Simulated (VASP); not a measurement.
# TiSi2 (Fdd2) in VASP: notebook, part 2 of 2

VASP 6.6.1.

### Step 3. Single point, PBE (all Ti atoms moved -0.500 Å, as atom 1 along Cartesian [0 0 1])

File INCAR:

```
SYSTEM = TiSi2
PREC = Accurate ; ENCUT = 520
EDIFF = 1E-6 ; ISMEAR = 0
SIGMA = 0.15 ; LREAL = .FALSE.
LASPH = .TRUE. ; NELM = 60
ALGO = Normal ; ISIF = 2
LWAVE = .FALSE. ; LCHARG = .FALSE.
GGA = PE ; NBANDS = 29
```

File KPOINTS:

```
regular mesh
0
G
  14 14 14
  0 0 0
```

File POSCAR:

```
TiSi2
1.0
    0.0000000000      4.1351811254      4.2795976059
    2.4038689114      0.0000000000      4.2795976059
    2.4038689114      4.1351811254      0.0000000000
Ti Si
2 4
Direct
    0.6915832929      0.6915832929      0.8084167071
    0.4415832929      0.4415832929      0.5584167071
    0.0868244589      0.4131755411      0.0868244589
    0.4131755411      0.0868244589      0.4131755411
    0.1631755411      0.8368244589      0.1631755411
    0.8368244589      0.1631755411      0.8368244589
```

Potentials or basis: VASP PAW PBE potentials, release 64 (Ti_sv, Si).

On the command line:

```console
$ cat potpaw_PBE.64/Ti_sv/POTCAR potpaw_PBE.64/Si/POTCAR > POTCAR
$ mpirun -np 1 vasp_std > vasp.out
```

OUTCAR:

```text
SYSTEM = TiSi2
   PREC = Accurate
   ENCUT = 520
   EDIFF = 1E-6
   ISMEAR = 0
   LREAL = .FALSE.
   LASPH = .TRUE.
   NELM = 60
   ISIF = 2
   GGA = PE

 ion  position               nearest neighbor table
   1  0.692  0.692  0.808-   6 2.16   5 2.16   3 2.80   4 2.80   3 2.80   4 2.80   3 2.83   4 2.83
                             5 2.99   6 2.99
   2  0.442  0.442  0.558-   3 2.16   4 2.16   5 2.80   5 2.80   6 2.80   6 2.80   5 2.83   6 2.83
                             4 2.99   3 2.99
   3  0.087  0.413  0.087-   2 2.16   5 2.53   5 2.53   4 2.70   4 2.80   4 2.80   1 2.80   1 2.80
[... 986 lines left out ...]
  -------------------------------------------------------------------------------------
  Total        7.9640912      2.3936703     16.8313507      0.0000000      0.0000000      0.0000000
  in kB      149.9714379     45.0750955    316.9503988      0.0000000      0.0000000      0.0000000
  external PRESSURE =     170.6656441 kB  Pullay stress =       0.0000000 kB

 VOLUME and BASIS-vectors are now :
 -----------------------------------------------------------------------------
  energy-cutoff  :      520.00
  volume of cell :       85.08
      direct lattice vectors                 reciprocal lattice vectors
     0.000000000  4.135181125  4.279597606    -0.207998031  0.120913688  0.116833414
     2.403868911  0.000000000  4.279597606     0.207998031 -0.120913688  0.116833414
     2.403868911  4.135181125  0.000000000     0.207998031  0.120913688 -0.116833414

 POSITION                                       TOTAL-FORCE (eV/Angst)
 -----------------------------------------------------------------------------------
      3.60580      6.20277      5.91940         0.000000      0.000000      8.440843
      2.40387      4.13518      3.77960         0.000000      0.000000      8.440843
      1.20193      0.71807      2.13980         2.485086      1.111106     -4.220422
      1.20193      3.41711      2.13980        -2.485086     -1.111106     -4.220422
      2.40387      1.34952      4.27960         2.485086     -1.111106     -4.220422
      2.40387      6.92084      4.27960        -2.485086      1.111106     -4.220422
 -----------------------------------------------------------------------------------
    total drift:                                0.000032      0.000011     -0.001637

  FREE ENERGIE OF THE ION-ELECTRON SYSTEM (eV)
  ---------------------------------------------------
  free  energy   TOTEN  =       -36.9666186674 eV

  energy  without entropy=      -36.9405994687  energy(sigma->0) =      -36.95360907
```

OSZICAR:

```text
N       E                     dE             d eps       ncg     rms          rms(c)
DAV:   1     0.397672981361E+03    0.39767E+03   -0.18858E+04 24824   0.146E+03
DAV:   2     0.677038194828E+01   -0.39090E+03   -0.38010E+03 24994   0.431E+02
DAV:   3    -0.362957843439E+02   -0.43066E+02   -0.42111E+02 41643   0.120E+02
DAV:   4    -0.398423845214E+02   -0.35466E+01   -0.35201E+01 35244   0.312E+01
DAV:   5    -0.400483344603E+02   -0.20595E+00   -0.20589E+00 37271   0.656E+00    0.201E+01
DAV:   6    -0.375515653747E+02    0.24968E+01   -0.25205E+01 34915   0.374E+01    0.716E+00
DAV:   7    -0.370457910441E+02    0.50577E+00   -0.52362E+00 33776   0.176E+01    0.586E+00
DAV:   8    -0.369644443142E+02    0.81347E-01   -0.66108E-01 37702   0.622E+00    0.873E-01
DAV:   9    -0.369652132667E+02   -0.76895E-03   -0.71965E-02 35461   0.201E+00    0.523E-01
DAV:  10    -0.369664161779E+02   -0.12029E-02   -0.46374E-03 35137   0.446E-01    0.214E-01
DAV:  11    -0.369666652415E+02   -0.24906E-03   -0.10008E-03 36573   0.256E-01    0.922E-02
DAV:  12    -0.369666248022E+02    0.40439E-04   -0.41922E-04 35119   0.164E-01    0.144E-02
DAV:  13    -0.369666186593E+02    0.61429E-05   -0.26139E-05 32548   0.502E-02    0.558E-03
DAV:  14    -0.369666186674E+02   -0.80777E-08   -0.12730E-06 20715   0.928E-03
   1 F= -.36966619E+02 E0= -.36953609E+02  d E =-.260192E-01
```

stdout:

```text
POSCAR found type information on POSCAR TiSi
 POSCAR found :  2 types and       6 ions
 scaLAPACK will be used
 LDA part: xc-table for (Slater+PW92), standard interpolation
 POSCAR, INCAR and KPOINTS ok, starting setup
 FFT: planning ... GRIDC
 FFT: planning ... GRID_SOFT
 FFT: planning ... GRID
 WAVECAR not read
 entering main loop
```

It took 20 min on 1 thread of AMD EPYC 7R13, shared host; peak memory 0.89 GiB.

Results:

| Quantity | Value |
| --- | --- |
| Free energy | -36.9666 eV |
| Pressure | 17.1 GPa |
| Largest force | 8.441 eV/Å |
| Band gap on the k mesh | zero (band 20 reaches 10.54 eV, above the bottom of band 21 at 8.66 eV) |

Forces on the atoms (eV/Å):
```
Ti   0.000  0.000  8.441
Ti   0.000  0.000  8.441
Si   2.485  1.111 -4.220
Si  -2.485 -1.111 -4.220
Si   2.485 -1.111 -4.220
Si  -2.485  1.111 -4.220
```

Caveat: the cell differs from its parent crystal (all Ti atoms moved -0.500 Å, as atom 1 along Cartesian [0 0 1]); forces of over 1 eV/Å act on the atoms, so gaps and moduli don't describe the material at rest.

### Step 4. Single point, PBE (all Ti atoms moved +0.188 Å, as atom 1 along Cartesian [0 0 1])

File INCAR:

```
PREC = Accurate
ENCUT = 520
EDIFF = 1E-7
ISMEAR = 0
SIGMA = 0.15
LREAL = False
LASPH = True
NELM = 80
ALGO = Normal
ISIF = 2
LWAVE = False
LCHARG = True
GGA = PE
LELF = True
LVHAR = True
NBANDS = 29
```

File KPOINTS:

```
Automatic mesh
0
Gamma
  14 14 14
```

Changes to POSCAR since step 3:

```diff
@@ -8,4 +8,4 @@
 Direct
-    0.6915832929      0.6915832929      0.8084167071
-    0.4415832929      0.4415832929      0.5584167071
+    0.7719062652      0.7719062652      0.7280937348
+    0.5219062652      0.5219062652      0.4780937348
     0.0868244589      0.4131755411      0.0868244589
```

On the command line:

```console
$ cat potpaw_PBE.64/Ti_sv/POTCAR potpaw_PBE.64/Si/POTCAR > POTCAR
$ mpirun -np 1 vasp_std > vasp.out
```

It took 24 min on 1 thread of Intel Xeon 6975P-C, shared host; peak memory 0.89 GiB.

The run converged. Its results:

```
Free energy            : -40.2471 eV
Pressure               : 2.3 GPa
Largest force          : 2.551 eV/Å
Band gap on the k mesh : zero (band 20 reaches 10.66 eV, above the bottom of band 21 at 8.86 eV)
```

Forces on the atoms (eV/Å):
```
Ti   0.000  0.000 -2.551
Ti   0.000  0.000 -2.551
Si  -0.636  0.145  1.275
Si   0.636 -0.145  1.275
Si  -0.636 -0.145  1.275
Si   0.636  0.145  1.275
```

Stress tensor (GPa, compression positive):
```
1.72 0.00 0.00
0.00 0.39 0.00
0.00 0.00 4.89
```

Levels at points of the mesh, in eV from the Fermi level:
```tsv
k point	band 17	band 18	band 19	band 20	band 21	band 22	band 23	band 24
(0.00, 0.00, 0.00)	-2.20	-2.05	-1.76	-1.37	-0.94	2.01	2.91	3.08
(0.50, 0.00, 0.00)	-1.84	-1.05	-0.04	0.14	0.95	1.26	1.78	2.14
(0.50, 0.50, 0.00)	-1.55	-1.55	-1.01	-1.01	0.76	0.76	3.19	3.19
(0.50, 0.00, 0.50)	-2.29	-2.29	-0.85	-0.85	1.25	1.25	3.11	3.11
(0.00, 0.50, 0.50)	-0.91	-0.91	-0.62	-0.62	0.88	0.88	2.24	2.24
```

Caveat: the cell differs from its parent crystal (all Ti atoms moved +0.188 Å, as atom 1 along Cartesian [0 0 1]); forces of over 1 eV/Å act on the atoms, so gaps and moduli don't describe the material at rest.
